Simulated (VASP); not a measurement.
# GaGe3 (Fm-3m) in VASP: settings compared, part 2 of 2

VASP 6.6.1.

## Step 3: Single point, LDA

This run uses another cell than the first one, of 18.26 Å³/atom, 0.940 times its volume.

File INCAR:

```
ALGO     = Normal         # electronic algorithm
EDIFF    = 1E-6           # SCF threshold, eV
ENCUT    = 520            # plane-wave cutoff, eV
ISIF     = 2              # what is computed and relaxed
ISMEAR   = -1             # smearing method
LASPH    = True           # aspherical terms in the spheres
LCHARG   = True           # write CHGCAR
LELF     = True           # ELF
LREAL    = False          # projectors in reciprocal space
LVHAR    = True         
LWAVE    = False          # write WAVECAR
NBANDS   = 36             # bands
NELM     = 80             # most SCF steps
PREC     = Accurate       # precision mode
SIGMA    = 0.05           # smearing width, eV
```

File KPOINTS:

```
k-points
0
Gamma
  7 7 7
```

File POSCAR:

```
GaGe3
1.0
    0.0000000000      3.3180217411      3.3180217411
    3.3180217411      0.0000000000      3.3180217411
    3.3180217411      3.3180217411      0.0000000000
Ge Ga
3 1
Direct
    0.5000000000      0.5000000000      0.5000000000
    0.7500000000      0.7500000000      0.7500000000
    0.2500000000      0.2500000000      0.2500000000
    0.0000000000      0.0000000000      0.0000000000
```

Potentials or basis: VASP PAW LDA potentials, release 64 (Ge_d, Ga_d).

Started as:

```console
> cat potpaw_LDA.64/Ge_d/POTCAR potpaw_LDA.64/Ga_d/POTCAR > POTCAR
> mpirun -np 1 vasp_std > vasp.out
```

OUTCAR:

```text
EDIFF = 1E-6
   ENCUT = 520
   ISIF = 2
   ISMEAR = -1
   LASPH = True
   LREAL = False
   NELM = 80
   PREC = Accurate

 ion  position               nearest neighbor table
   1  0.500  0.500  0.500-   3 2.87   3 2.87   3 2.87   2 2.87   3 2.87   2 2.87   2 2.87   2 2.87

   2  0.750  0.750  0.750-   1 2.87   1 2.87   1 2.87   1 2.87   4 2.87   4 2.87   4 2.87   4 2.87

   3  0.250  0.250  0.250-   4 2.87   4 2.87   4 2.87   1 2.87   4 2.87   1 2.87   1 2.87   1 2.87

   4  0.000  0.000  0.000-   2 2.87   2 2.87   2 2.87   2 2.87   3 2.87   3 2.87   3 2.87   3 2.87

  LATTYP: Found a face centered cubic cell.
[... 972 lines left out ...]
  -------------------------------------------------------------------------------------
  Total       -0.7432741     -0.7432741     -0.7432741     -0.0000000     -0.0000000      0.0000000
  in kB      -16.3001611    -16.3001611    -16.3001611     -0.0000000     -0.0000000      0.0000000
  external PRESSURE =     -16.3001611 kB  Pullay stress =       0.0000000 kB

 VOLUME and BASIS-vectors are now :
 -----------------------------------------------------------------------------
  energy-cutoff  :      520.00
  volume of cell :       73.06
      direct lattice vectors                 reciprocal lattice vectors
     0.000000000  3.318021741  3.318021741    -0.150692201  0.150692201  0.150692201
     3.318021741  0.000000000  3.318021741     0.150692201 -0.150692201  0.150692201
     3.318021741  3.318021741  0.000000000     0.150692201  0.150692201 -0.150692201

 POSITION                                       TOTAL-FORCE (eV/Angst)
 -----------------------------------------------------------------------------------
      3.31802      3.31802      3.31802        -0.000000     -0.000000     -0.000000
      4.97703      4.97703      4.97703         0.000000     -0.000000      0.000000
      1.65901      1.65901      1.65901        -0.000000      0.000000     -0.000000
      0.00000      0.00000      0.00000        -0.000000     -0.000000     -0.000000
 -----------------------------------------------------------------------------------
    total drift:                                0.000000      0.000000      0.000000

  FREE ENERGIE OF THE ION-ELECTRON SYSTEM (eV)
  ---------------------------------------------------
  free  energy   TOTEN  =       -18.2872279837 eV

  energy  without entropy=      -18.2787100911  energy(sigma->0) =      -18.28296904
```

OSZICAR:

```text
N       E                     dE             d eps       ncg     rms          rms(c)
DAV:   1     0.432797629179E+03    0.43280E+03   -0.26772E+04  1768   0.407E+03
DAV:   2     0.627621967554E+02   -0.37004E+03   -0.36040E+03  1440   0.766E+02
DAV:   3    -0.141773661535E+02   -0.76940E+02   -0.75720E+02  1556   0.202E+02
DAV:   4    -0.182953488986E+02   -0.41180E+01   -0.40995E+01  1684   0.526E+01
DAV:   5    -0.183764427567E+02   -0.81094E-01   -0.81068E-01  1668   0.839E+00    0.230E+00
DAV:   6    -0.183101218167E+02    0.66321E-01   -0.11578E-01  1784   0.388E+00    0.119E+00
DAV:   7    -0.182886219744E+02    0.21500E-01   -0.32756E-02  1856   0.162E+00    0.210E-01
DAV:   8    -0.182872558789E+02    0.13661E-02   -0.38596E-03  1572   0.763E-01    0.504E-02
DAV:   9    -0.182872207853E+02    0.35094E-04   -0.28199E-04  1804   0.483E-01    0.269E-02
DAV:  10    -0.182872276080E+02   -0.68226E-05   -0.74752E-05  1592   0.197E-01    0.903E-03
DAV:  11    -0.182872281628E+02   -0.55485E-06   -0.23399E-05  1748   0.548E-02    0.229E-03
DAV:  12    -0.182872279837E+02    0.17915E-06   -0.15029E-06   876   0.203E-02
   1 F= -.18287228E+02 E0= -.18282969E+02  d E =-.851789E-02
```

stdout:

```text
POSCAR found type information on POSCAR GeGa
 POSCAR found :  2 types and       4 ions
 scaLAPACK will be used
 LDA part: xc-table for (Slater(with rela. corr.)+CA(PZ))
 , standard interpolation
 POSCAR, INCAR and KPOINTS ok, starting setup
 FFT: planning ... GRIDC
 FFT: planning ... GRID_SOFT
 FFT: planning ... GRID
 WAVECAR not read
 entering main loop
```

Run time: 30 s. Hardware: 1 thread of Intel Xeon Platinum 8375C at 2.90GHz (Ice Lake), shared host; peak memory 0.19 GiB.

Results:

| Item | Value |
| --- | --- |
| Free energy | -18.2872 eV |
| Pressure | -1.6 GPa |

## Step 4: Single point, PBE

This run uses another cell than the first one, of 18.26 Å³/atom, 0.940 times its volume.

File INCAR:

```
SYSTEM = GaGe3
PREC     = Accurate       ! precision mode
ENCUT    = 520            ! plane-wave cutoff, eV
EDIFF    = 1E-7           ! SCF threshold, eV
ISMEAR   = -1             ! smearing method
SIGMA    = 0.05           ! smearing width, eV
LREAL    = .False.        ! projectors in reciprocal space
LASPH    = .True.         ! aspherical terms in the spheres
NELM     = 100            ! most SCF steps
ALGO     = Normal         ! electronic algorithm
ISIF     = 2              ! what is computed and relaxed
LWAVE    = .False.        ! write WAVECAR
LCHARG   = .False.        ! write CHGCAR
GGA      = PE             ! functional
NBANDS   = 36             ! bands
```

File KPOINTS:

```
regular mesh
0
Gamma
  7 7 7
  0 0 0
```

POSCAR is that of step 3.

Potentials or basis: VASP PAW PBE potentials, release 64 (Ge_d, Ga_d).

Started as:

```console
> cat potpaw_PBE.64/Ge_d/POTCAR potpaw_PBE.64/Ga_d/POTCAR > POTCAR
> mpirun -np 1 vasp_std > vasp.out
```

Wall time 35 s (1 thread of Intel Xeon Platinum 8375C at 2.90GHz (Ice Lake), shared host); peak memory 0.23 GiB.

The run converged. Its results:

```
Free energy : -15.4781 eV
Pressure    : 3.9 GPa
```

Levels at points of the mesh, in eV from the Fermi level:
| k point | band 24 | band 25 | band 26 | band 27 | band 28 | band 29 | band 30 | band 31 | band 32 | band 33 |
| --- | --- | --- | --- | --- | --- | --- | --- | --- | --- | --- |
| (0.00, 0.00, 0.00) | -1.65 | -1.65 | -1.65 | -1.37 | -1.37 | -1.37 | -0.71 | 0.29 | 0.29 | 0.29 |

## Step 5: The runs side by side

| level | potentials or basis | cell | gap on the mesh (eV) | pressure (GPa) |
| --- | --- | --- | --- | --- |
| PBE | VASP PAW PBE potentials, release 64 (Ge_d, Ga_d) | a = 4.790 Å, angles 60.0°, 4 atoms | none | -0.5 |
| LDA | VASP PAW LDA potentials, release 64 (Ge_d, Ga_d) | a = 4.692 Å, angles 60.0°, 4 atoms | none | -1.6 |
| PBE | VASP PAW PBE potentials, release 64 (Ge_d, Ga_d) | a = 4.692 Å, angles 60.0°, 4 atoms | none | 3.9 |

Alike in all rows: task single point; no spin polarisation; k mesh 7 × 7 × 7; cutoff (eV) 520; smearing fermi-dirac 0.05 eV.

Total energies depend on the potentials used, so only differences within one code and one set of settings carry meaning.
